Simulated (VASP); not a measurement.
# WS2: single point with PBE0

System: WS2, a slab with vacuum.

```
W S
1.0
     3.18352    0.00000    0.00000
    -1.59176    2.75701    0.00000
     0.00000    0.00000   16.95058
W S
1 2
Direct
  0.00000 0.00000 0.00000
  0.33333 0.66667 0.09200
  0.33333 0.66667 0.90800
```

```yaml
Program: VASP 6.6.1
Task: single point
Functional: PBE0
Potentials_or_basis: VASP PAW PBE potentials, release 64 (W_sv, S)
Cutoff: 520 eV
k_mesh: 6 × 6 × 2
Occupations: fermi-dirac, width 0.05 eV
Spin: no spin polarisation
Dipole_correction: no
Grid_for_exact_exchange_PRECFOCK: Normal
Further_INCAR_settings: ALGO = Normal; EDIFF = 1e-07; NBANDS = 20
Share_of_exact_exchange: 0.25
```

```
Largest force          : 0.262 eV/Å
Band gap on the k mesh : 2.97 eV
```

Forces in eV/Å, atoms in the order of the input:
```
W    0.000  0.000  0.000
S    0.000  0.000 -0.262
S    0.000  0.000  0.262
```

Levels at points of the mesh, in eV from the valence-band top:
```tsv
k point	band 10	band 11	band 12	band 13	band 14	band 15	band 16	band 17
(0.00, 0.00, 0.00)	-2.49	-1.91	-1.91	-0.04	4.33	4.33	4.49	4.49
(0.50, 0.00, 0.00)	-3.96	-2.55	-1.60	-1.16	4.25	4.76	5.63	6.43
(0.00, 0.00, 0.50)	-2.49	-1.91	-1.91	-0.04	4.33	4.33	4.49	4.49
(0.50, 0.00, 0.50)	-3.96	-2.55	-1.60	-1.16	4.25	4.76	5.63	6.43
```

It took 88 min on 1 thread of Intel(R) Xeon(R) Platinum 8259CL CPU @ 2.50GHz (Skylake/Cascade Lake), with other jobs on the host, peak memory 0.31 GiB.

Caveat: there is no dipole correction, which matters where the two faces differ; the PAW data sets were made with another functional, which shifts forces and pressure a little; spin-orbit coupling is left out, which moves the levels of the heavy elements.
